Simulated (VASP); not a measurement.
A run of VASP 6.6.1 is set up as follows.

The input INCAR:

```
PREC = Accurate
ENCUT = 520
EDIFF = 1E-6
ISMEAR = 0
SIGMA = 0.02
LREAL = F
LASPH = T
NELM = 100
ALGO = Normal
ISIF = 2
LWAVE = F
LCHARG = F
GGA = PE
NBANDS = 32
```

The input KPOINTS:

```
Automatic mesh
0
Gamma
  12 12 4
```

File POSCAR:

```
Bi2Se3
1.0
    4.1735579994      0.0000000000      0.0000000000
   -2.0867789997      3.6144072517      0.0000000000
    0.0000000000      0.0000000000     11.3787767169
Bi Se
2 3
Direct
    0.0000000000      0.0000000000      0.1753619595
    0.0000000000      0.0000000000      0.8246380405
    0.3333333333      0.6666666667      0.0000000000
    0.6666666667      0.3333333333      0.3130870642
    0.6666666667      0.3333333333      0.6869129358
```

Potentials or basis: VASP PAW PBE potentials, release 64 (Bi_d, Se).

The run is started by

```console
$ cat potpaw_PBE.64/Bi_d/POTCAR potpaw_PBE.64/Se/POTCAR > POTCAR
$ mpirun -np 1 vasp_std > vasp.out
```

Task: What does it give for the pressure?

Result: 0.0 GPa.

Task: What does it give for the band gap on the k mesh?

Result: 0.56 eV, indirect (least direct gap 0.86 eV).

Task: Predict the largest force.

Result: 0.010 eV/Å.

Forces in eV/Å, atoms in the order of the input:
```
Bi   0.000  0.000 -0.010
Bi   0.000  0.000  0.010
Se   0.000  0.000  0.000
Se   0.000  0.000  0.005
Se   0.000  0.000 -0.005
```

Caveat: spin-orbit coupling is left out, which moves the levels of the heavy elements; this functional lacks dispersion, which binds the layers, so the pressure and a relaxed spacing across them are unreliable. Expect the measured gap to be larger: semilocal functionals such as PBE lack the derivative discontinuity.
